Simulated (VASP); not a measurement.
Crystal: BN (lda).

```
B N
1.0
     2.49747    0.00000    0.00000
    -1.24873    2.16287    0.00000
     0.00000    0.00000    4.13258
B N
2 2
Direct
  0.33333 0.66667 0.99991
  0.66667 0.33333 0.49991
  0.33333 0.66667 0.37409
  0.66667 0.33333 0.87409
```

Base run:

```yaml
Program: VASP 6.6.1
Functional: LDA
Potentials_or_basis: VASP PAW LDA potentials, release 64 (B, N)
Cutoff: 520 eV
k_mesh: 9 × 9 × 6
Occupations: gaussian, width 0.01 eV
Spin: no spin polarisation
```

Its results: band gap on the k mesh 4.84 eV, indirect (least direct gap 8.42 eV); pressure 14.2 GPa; largest force 0.003 eV/Å.

Question: The run is repeated on the same cell with these changes: potentials or basis from VASP PAW LDA potentials, release 64 (B, N) to VASP PAW LDA potentials, release 64 (B_h, N_h); cutoff from 520 eV to 910 eV. What comes out?

Answer: Band gap on the k mesh 4.84 eV, indirect (least direct gap 8.42 eV); pressure 13.6 GPa; largest force 0.003 eV/Å.

Caveats: the cutoff is under 1.25 times the usual one of these potentials, so pressure, stress and relaxed cells hold a basis-set (Pulay) error (some runs).

A k mesh can miss the band edges.
